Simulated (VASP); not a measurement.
Here is a VASP 6.6.1 calculation.

File INCAR:

```
SYSTEM = Co
AGGAC = 1.0
AGGAX = 1.0
ALDAC = 0.0
ALDAX = 1.0
ALGO = Normal
EDIFF = 1E-6
ENCUT = 520
GGA = B5
ISIF = 2
ISMEAR = -1
ISPIN = 2
LASPH = .True.
LCHARG = .False.
LMAXMIX = 4
LORBIT = 11
LREAL = .False.
LWAVE = .False.
MAGMOM = 1.714
NBANDS = 14
NELM = 150
PREC = Accurate
SIGMA = 0.05
```

The input KPOINTS:

```
k-points
0
Gamma
  17 17 17
  0 0 0
```

POSCAR

```
Co
1.0
    0.0000000000      1.7626268716      1.7626268716
    1.7626268716      0.0000000000      1.7626268716
    1.7626268716      1.7626268716      0.0000000000
Co
1
Direct
    0.0000000000      0.0000000000      0.0000000000
```

Potentials or basis: VASP PAW PBE potentials, release 64 (Co).

Run with:

```bash
$ cat potpaw_PBE.64/Co/POTCAR > POTCAR
$ mpirun -np 1 vasp_std > vasp.out
```

Task: Estimate the net moment.

Result: 1.64 μB per cell.

Task: Predict the site moments.

Result: Co +1.65 μB.

Task: What does it give for the pressure?

Result: 8.3 GPa.

Caveat: the PAW data sets were made with another functional, which shifts forces and pressure a little.
